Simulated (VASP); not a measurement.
# V4N in VASP: single point with PBEsol

Aim: the single point of V4N with PBEsol.

All numbers are computed with VASP 6.6.1; they aren't measurements. Logs are shortened: lines on timing, memory, paths and dates and some standing lists are left out, and cuts for length are marked.

## (1) The cell of the first run

The cell holds a slab with vacuum, 5 atoms: a = 2.562 Å, b = 2.562 Å, c = 25.277 Å, α = 90.00°, β = 90.00°, γ = 109.47°.

## (2) Single point, PBEsol

INCAR reads:

```
PREC = Accurate
ENCUT = 520
EDIFF = 1E-6
ISMEAR = 0
SIGMA = 0.1
LREAL = False
LASPH = True
NELM = 100
ALGO = Fast
ISIF = 2
LWAVE = False
LCHARG = True
LDIPOL = True
IDIPOL = 3
DIPOL = 0.5 0.5 0.497
GGA = PS
LELF = True
LVHAR = True
LVACPOTAV = True
NBANDS = 36
```

KPOINTS reads:

```
Automatic mesh
0
Gamma
  12 12 1
```

POSCAR reads:

```
V4N
1.0
    2.5624431093      0.0000000000      0.0000000000
   -0.8541477031      2.4158945320      0.0000000000
    0.0000000000      0.0000000000     25.2766781127
V N
4 1
Direct
    0.5000000000      0.5000000000      0.3362783655
    0.0000000000      0.0000000000      0.4190513481
    0.5000000000      0.5000000000      0.5006064371
    0.0000000000      0.0000000000      0.5827374768
    0.0000000000      0.0000000000      0.6482606108
```

Potentials or basis: VASP PAW PBE potentials, release 64 (V_sv, N).

The run is started by

```sh
cat potpaw_PBE.64/V_sv/POTCAR potpaw_PBE.64/N/POTCAR > POTCAR
mpirun -np 1 vasp_std > vasp.out
```

OUTCAR:

```text
PREC = Accurate
   ENCUT = 520
   EDIFF = 1E-6
   ISMEAR = 0
   LREAL = False
   LASPH = True
   NELM = 100
   ISIF = 2
   GGA = PS

 ion  position               nearest neighbor table
   1  0.500  0.500  0.336-   2 2.56   2 2.56
   2  0.000  0.000  0.419-   3 2.54   3 2.54   1 2.56   1 2.56
   3  0.500  0.500  0.501-   2 2.54   2 2.54   4 2.55   4 2.55
   4  0.000  0.000  0.583-   5 1.66   3 2.55   3 2.55
   5  0.000  0.000  0.648-   4 1.66

  LATTYP: Found a base centered orthorhombic cell.
 ALAT       =     2.9588544379
 B/A-ratio  =     1.4142135624
 C/A-ratio  =     8.5427244372

  Lattice vectors:

 A1 = (   2.5624431093,   0.0000000000,   0.0000000000)
 A2 = (  -0.8541477031,   2.4158945320,   0.0000000000)
 A3 = (   0.0000000000,   0.0000000000,  25.2766781127)

Analysis of symmetry for initial positions (statically):
=====================================================================
 Subroutine PRICEL returns:
 Original cell was already a primitive cell.

 Routine SETGRP: Setting up the symmetry group for a
 base centered orthorhombic supercell.

 Subroutine GETGRP returns: Found  4 space group operations
 (whereof  4 operations were pure point group operations)
 out of a pool of  8 trial point group operations.

The static configuration has the point symmetry C_2v.

Analysis of symmetry for dynamics (positions and initial velocities):
=====================================================================
 Subroutine PRICEL returns:
 Original cell was already a primitive cell.

 Routine SETGRP: Setting up the symmetry group for a
 base centered orthorhombic supercell.

 Subroutine GETGRP returns: Found  4 space group operations
 (whereof  4 operations were pure point group operations)
 out of a pool of  8 trial point group operations.

The dynamic configuration has the point symmetry C_2v.

 Subroutine INISYM returns: Found  4 space group operations
 (whereof  4 operations are pure point group operations),
 and found     1 'primitive' translations

----------------------------------------------------------------------------------------

                                     Primitive cell

  volume of cell :     156.4776

  direct lattice vectors                    reciprocal lattice vectors
     2.562443109  0.000000000  0.000000000     0.390252567  0.137975118  0.000000000
    -0.854147703  2.415894532  0.000000000     0.000000000  0.413925354  0.000000000
     0.000000000  0.000000000 25.276678113     0.000000000  0.000000000  0.039562161

  length of vectors
     2.562443109  2.562443109 25.276678113     0.413925354  0.413925354  0.039562161

  position of ions in fractional coordinates (direct lattice)
     0.500000000  0.500000000  0.336278366
     0.000000000  0.000000000  0.419051348
     0.500000000  0.500000000  0.500606437
     0.000000000  0.000000000  0.582737477
     0.000000000  0.000000000  0.648260611

  ion indices of the primitive-cell ions
   primitive index   ion index
                 1           1
                 2           2
                 3           3
                 4           4
                 5           5

----------------------------------------------------------------------------------------

 KPOINTS: Automatic mesh

Automatic generation of k-mesh.
 Grid dimensions read from file:
 generate k-points for:   12   12    1

 Generating k-lattice:

  Cartesian coordinates                     Fractional coordinates (reciprocal lattice)
     0.032521047  0.011497927  0.000000000     0.083333333  0.000000000  0.000000000
     0.000000000  0.034493780  0.000000000     0.000000000  0.083333333  0.000000000
     0.000000000  0.000000000  0.039562161     0.000000000  0.000000000  1.000000000

  Length of vectors
     0.034493780  0.034493780  0.039562161

  Shift w.r.t. Gamma in fractional coordinates (k-lattice)
     0.000000000  0.000000000  0.000000000

 Subroutine IBZKPT returns following result:
 ===========================================

 Found     43 irreducible k-points:

 Following reciprocal coordinates:
            Coordinates               Weight
  0.000000  0.000000  0.000000      1.000000
  0.083333  0.000000  0.000000      4.000000
  0.166667  0.000000  0.000000      4.000000
  0.250000  0.000000  0.000000      4.000000
  0.333333  0.000000  0.000000      4.000000
  0.416667 -0.000000  0.000000      4.000000
[... 16 lines left out ...]
  0.500000  0.166667  0.000000      4.000000
 -0.416667  0.166667  0.000000      4.000000
 [... further k-points ...]
   k-points           NKPTS =     43   k-points in BZ     NKDIM =     43   number of bands    NBANDS=     36
   number of dos      NEDOS =    301   number of ions     NIONS =      5
   total plane-waves  NPLWV =  76800
   dimension x,y,z NGX =    20 NGY =   20 NGZ =  192
   dimension x,y,z NGXF=    40 NGYF=   40 NGZF=  384
   ions per type =               4   1
   NGX,Y,Z   is equivalent  to a cutoff of  12.98, 12.98, 12.63 a.u.
   NGXF,Y,Z  is equivalent  to a cutoff of  25.95, 25.95, 25.26 a.u.
 SYSTEM =  unknown system
   PREC   = accura    normal or accurate (medium, high low for compatibility)
   ISTART =      0    job   : 0-new  1-cont  2-samecut
   ICHARG =      2    charge: 1-file 2-atom 10-const
   ISPIN  =      1    spin polarized calculation?
   LNONCOLLINEAR =      F non collinear calculations
   LSORBIT =      F    spin-orbit coupling
   LASPH  =      T    aspherical Exc in radial PAW
   ENCUT  =  520.0 eV  38.22 Ry    6.18 a.u.   4.76  4.76 47.00*2*pi/ulx,y,z
   NELM   =    100;   NELMIN=  2; NELMDL= -5     # of ELM steps
   EDIFF  = 0.1E-05   stopping-criterion for ELM
   LREAL  =      F    real-space projection
   EDIFFG = 0.1E-04   stopping-criterion for IOM
   NSW    =      0    number of steps for IOM
   IBRION =     -1    ionic relax: 0-MD 1-quasi-New 2-CG
   NFREE  =      0    steps in history (QN), initial steepest desc. (CG)
   ISIF   =      2    stress and relaxation
   ISYM   =      2    0-nonsym 1-usesym 2-fastsym
   POTIM  = 0.5000    time-step for ionic-motion
   TEBEG  =    0.0;   TEEND  =   0.0 temperature during run
   PSTRESS=    0.0 pullay stress
   NELECT =      57.0000    total number of electrons
   NUPDOWN=      -1.0000    fix difference up-down
   EMIN   =  10.00;   EMAX   =-10.00  energy-range for DOS
   EFERMI =   0.00;   METHOD = LEGACY
   ISMEAR =     0;   SIGMA  =   0.10  broadening in eV -4-tet -1-fermi 0-gaus
   EFERMI_NEDOS =   21; number of points for ismear=-14 and -15
   IALGO  =     68    algorithm
   IMIX   =      4    mixing-type and parameters
     AMIX     =   0.40;   BMIX     =  1.00
     AMIX_MAG =   1.60;   BMIX_MAG =  1.00
  volume/ion in A,a.u.               =      31.30       211.19
  Fermi-wavevector in a.u.,A,eV,Ry     =   1.169183  2.209435 18.599004  1.366988
  Thomas-Fermi vector in A             =   2.305659
   LORBIT       =      0    0 simple, 1 ext, 2 COOP (PROOUT), +10 PAW based schemes
   GGA     = PS    functional components
   LHFCALC =     F    Hartree Fock is set to
   AEXX    =    0.0000 exact exchange contribution
   IVDW    =     0    specifies the selected vdW correction
   LEPSILON=     F    determine dielectric tensor
   LRPA    =     F    only Hartree local field effects (RPA)
 non-spin polarized calculation
 RMM-DIIS sequential band-by-band and
 Gauss-broadening in eV      SIGMA  =   0.10
  energy-cutoff  :      520.00
  volume of cell :      156.48
 maximum number of plane-waves:      4274
   NGX =  9   NGY =  9   NGZ = 93

 dipolmoment           0.000000      0.000000     -0.075137 electrons x Angstroem

 number of electron      57.0000013 magnetization

 dipolmoment           0.000000      0.000000      0.103888 electrons x Angstroem

 Free energy of the ion-electron system (eV)
  ---------------------------------------------------
  ext. energy  EPLUGINS =         0.00000000
  ---------------------------------------------------
  free energy    TOTEN  =       -43.25440639 eV

  energy without entropy =      -43.22124923  energy(sigma->0) =      -43.23782781

 E-fermi :  -0.4464     XC(G=0):  -5.7945

 val. band max:       -0.4585931157   @ k =  -0.3333   0.0833   0.0000
 cond. band min:      -0.4434739080   @ k =   0.5000   0.1667   0.0000
 fundamental gap:      0.0151192077
 Fermi energy:        -0.4463785933

 k-point     1 :       0.0000    0.0000    0.0000
  band No.  band energies     occupation
      1     -64.0441      2.00000
      2     -63.9286      2.00000
      3     -63.7685      2.00000
      4     -63.5891      2.00000
      5     -38.2982      2.00000
      6     -38.0729      2.00000
[... 28 lines left out ...]
     35       1.8289      0.00000
     36       3.4622      0.00000

 k-point     2 :       0.0833    0.0000    0.0000
  band No.  band energies     occupation
      1     -64.0352      2.00000
      2     -63.9190      2.00000
      3     -63.7626      2.00000
      4     -63.5822      2.00000
      5     -38.2806      2.00000
      6     -38.0707      2.00000
[... 28 lines left out ...]
     35       1.6537      0.00000
     36       1.7700      0.00000

 k-point     3 :       0.1667    0.0000    0.0000
  band No.  band energies     occupation
      1     -64.0108      2.00000
      2     -63.8924      2.00000
      3     -63.7470      2.00000
      4     -63.5631      2.00000
      5     -38.2327      2.00000
      6     -38.0710      2.00000
[... 28 lines left out ...]
     35       1.7536      0.00000
     36       2.0438      0.00000

 k-point     4 :       0.2500    0.0000    0.0000
  band No.  band energies     occupation
      1     -63.9774      2.00000
      2     -63.8547      2.00000
      3     -63.7268      2.00000
      4     -63.5368      2.00000
      5     -38.1780      2.00000
      6     -38.0949      2.00000
[... 28 lines left out ...]
     35       1.7551      0.00000
     36       2.0827      0.00000

 k-point     5 :       0.3333    0.0000    0.0000
  band No.  band energies     occupation
      1     -63.9438      2.00000
      2     -63.8147      2.00000
      3     -63.7084      2.00000
      4     -63.5104      2.00000
      5     -38.2184      2.00000
      6     -38.1640      2.00000
[... 655 lines left out ...]
 k-point    22 :       0.4167    0.1667    0.0000
  band No.  band energies     occupation
      1     -63.8936      2.00000
      2     -63.7546      2.00000
      3     -63.6761      2.00000
      4     -63.4667      2.00000
      5     -38.2918      2.00000
      6     -38.2057      2.00000
[... 28 lines left out ...]
     35       2.0388      0.00000
     36       2.2500      0.00000

 k-point    23 :       0.5000    0.1667    0.0000
  band No.  band energies     occupation
      1     -63.8921      2.00000
      2     -63.7580      2.00000
      3     -63.6662      2.00000
      4     -63.4621      2.00000
      5     -38.3031      2.00000
      6     -38.2278      2.00000
[... 28 lines left out ...]
     35       1.9536      0.00000
     36       2.2650      0.00000

 k-point    24 :      -0.4167    0.1667    0.0000
  band No.  band energies     occupation
      1     -63.9067      2.00000
      2     -63.7791      2.00000
      3     -63.6676      2.00000
      4     -63.4711      2.00000
      5     -38.2387      2.00000
      6     -38.1733      2.00000
[... 28 lines left out ...]
     35       1.8170      0.00000
     36       2.3728      0.00000

 [... further k-points ...]

------------------------ aborting loop because EDIFF is reached ----------------------------------------

  FORCE on cell =-STRESS in cart. coord.  units (eV):
  Direction    XX          YY          ZZ          XY          YZ          ZX
  --------------------------------------------------------------------------------------
  -------------------------------------------------------------------------------------
  Total        0.6309392      0.5319530     -0.3525105     -0.1399876      0.0000000      0.0000000
  in kB        6.4601985      5.4466769     -3.6093624     -1.4333360      0.0000000      0.0000000
  external PRESSURE =       2.7658377 kB  Pullay stress =       0.0000000 kB

 VOLUME and BASIS-vectors are now :
 -----------------------------------------------------------------------------
  energy-cutoff  :      520.00
  volume of cell :      156.48
      direct lattice vectors                 reciprocal lattice vectors
     2.562443109  0.000000000  0.000000000     0.390252567  0.137975118  0.000000000
    -0.854147703  2.415894532  0.000000000     0.000000000  0.413925354  0.000000000
     0.000000000  0.000000000 25.276678113     0.000000000  0.000000000  0.039562161

 POSITION                                       TOTAL-FORCE (eV/Angst)
 -----------------------------------------------------------------------------------
      0.85415      1.20795      8.50000        -0.000000      0.000000      0.319953
      0.00000      0.00000     10.59223        -0.000000      0.000000     -0.330452
      0.85415      1.20795     12.65367        -0.000000      0.000000      0.011435
      0.00000      0.00000     14.72967         0.000000      0.000000     -0.221897
      0.00000      0.00000     16.38587        -0.000000      0.000000      0.220960
 -----------------------------------------------------------------------------------
    total drift:                               -0.000000     -0.000000      0.001287

  FREE ENERGIE OF THE ION-ELECTRON SYSTEM (eV)
  ---------------------------------------------------
  free  energy   TOTEN  =       -43.2544063851 eV

  energy  without entropy=      -43.2212492347  energy(sigma->0) =      -43.23782781

 vacuum level on the upper side and lower side of the slab         7.537         4.496
```

Wall time 4.5 min (1 thread of Intel Xeon 6975P-C (Granite Rapids), shared host); peak memory 0.39 GiB.

What came out:

| Item | Value |
| --- | --- |
| Free energy | -43.2544 eV |
| Largest force | 0.330 eV/Å |
| Band gap on the k mesh | zero (an odd number of electrons rules out a gap without spin polarisation) |

Forces on the atoms (eV/Å):
```
V    0.000  0.000  0.320
V    0.000  0.000 -0.330
V    0.000  0.000  0.011
V    0.000  0.000 -0.222
N    0.000  0.000  0.221
```

Levels at points of the mesh, in eV from the Fermi level:
| k point | band 24 | band 25 | band 26 | band 27 | band 28 | band 29 | band 30 | band 31 | band 32 | band 33 |
| --- | --- | --- | --- | --- | --- | --- | --- | --- | --- | --- |
| (0.00, 0.00, 0.00) | -0.78 | -0.36 | -0.24 | -0.03 | 0.21 | 0.28 | 0.55 | 0.71 | 0.83 | 1.51 |
| (0.50, 0.00, 0.00) | -1.25 | -1.19 | -0.77 | -0.70 | 0.28 | 0.45 | 0.70 | 1.75 | 2.20 | 2.34 |
| (0.50, 0.50, 0.00) | -1.78 | -1.78 | -0.82 | -0.74 | -0.20 | 0.60 | 1.73 | 1.88 | 2.11 | 2.39 |

Caveat: the PAW data sets were made with another functional, which shifts forces and pressure a little; the run has no spin polarisation, though such a crystal can be magnetic. With open d or f shells a metallic result of PBEsol can be an artefact of self-interaction; +U or a hybrid may open a gap.
